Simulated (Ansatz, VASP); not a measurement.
# Two plane-wave programs on BN

```
B N
1.0
     0.00000    1.96083    1.63457
     1.63457    0.00000    1.63457
     1.63457    1.96083    0.00000
B N
1 1
Cartesian
  0.0000 0.0000 0.0000
  2.4519 2.9412 2.4519
```

Alike in both runs: task single point; functional PBE; k mesh 12 × 12 × 12; occupations gaussian, width 0.05 eV; no spin polarisation.

|  | VASP | Ansatz |
| --- | --- | --- |
| version | VASP 6.6.1 | Ansatz 0.2.0 |
| potentials or method | VASP PAW PBE potentials, release 64 (B, N), cutoff 520 eV | scalar-relativistic, plane waves, PAW |
| valence electrons in the cell | 8 | 8 |

|  | VASP | Ansatz | Ansatz less VASP |
| --- | --- | --- | --- |
| gap on the k mesh at the Fermi level (eV) | 2.74 | 2.75 | +0.017 |
| least direct gap on the mesh (eV) | 7.51 | 7.52 | +0.010 |
